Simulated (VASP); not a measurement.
Runs of VASP 6.6.1 on Ge. The structure is that of space group I4_1/amd (No. 141), or close to it. The cells are those of the table. 

```csv
task,cell,cutoff (eV),gap on the mesh (eV),pressure (GPa)
single point,"a = 3.304 Å, angles 97.4, 97.4, 138.0°, 2 atoms",520,none,(a)
single point,"a = 3.303 Å, angles 97.4, 97.4, 138.0°, 2 atoms",520,none,120.4
relaxation of cell and atoms,"relaxed to 120 GPa from a = 3.280 Å, angles 97.5, 97.5, 137.5°, 2 atoms",600,none,120.0
relaxation of cell and atoms,"relaxed to 120 GPa from a = 3.303 Å, angles 97.4, 97.4, 138.0°, 2 atoms",600,none,120.0
```

Alike in all rows: level PBEsol; potentials or basis VASP PAW PBE potentials, release 64 (Ge_d); no spin polarisation; k mesh 18 × 18 × 18; smearing fermi-dirac 0.08 eV.

Task: Fill in the values left out.

Result: (a) 120.3.

Caveats: the PAW data sets were made with another functional, which shifts forces and pressure a little; the cell stands under pressure (at least some runs); the cell is relaxed towards a set pressure, so the run minimises the enthalpy, not the energy (at least some runs).

A k mesh can miss the band edges, and the runs leave out spin-orbit coupling on Ge.

A gap of «none» marks levels without a gap at the run's occupations.
